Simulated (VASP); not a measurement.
Ge3Pd: single point with PBEsol

The system is Ge3Pd.

```
CELL_PARAMETERS angstrom
4.22326 0.00000 0.00000
0.00000 4.22326 0.00000
0.00000 0.00000 4.22326
ATOMIC_POSITIONS crystal
Pd 0.00000 0.00000 0.00000
Ge 0.50000 0.50000 0.00000
Ge 0.50000 0.00000 0.50000
Ge 0.00000 0.50000 0.50000
```

| Item | Value |
| --- | --- |
| Program | VASP 6.6.1 |
| Task | single point |
| Functional | PBEsol |
| Potentials or basis | VASP PAW PBE potentials, release 64 (Pd, Ge_d) |
| Cutoff | 520 eV |
| k mesh | 7 × 7 × 7 |
| Occupations | fermi-dirac, width 0.05 eV |
| Spin | no spin polarisation |

```
Pressure               : -8.5 GPa
Band gap on the k mesh : zero (band 26 reaches 6.82 eV, above the bottom of band 27 at 5.33 eV)
```

Levels at points of the mesh, in eV from the Fermi level:
```csv
k point,band 23,band 24,band 25,band 26,band 27,band 28,band 29,band 30
"(0.00, 0.00, 0.00)",-2.40,-2.40,-1.55,-1.55,0.91,2.93,2.93,2.93
```

Run time: 25 s on 1 thread of Intel(R) Xeon(R) 6975P-C (Granite Rapids), on a shared host, peak memory 0.19 GiB.

Caveat: the PAW data sets were made with another functional, which shifts forces and pressure a little.
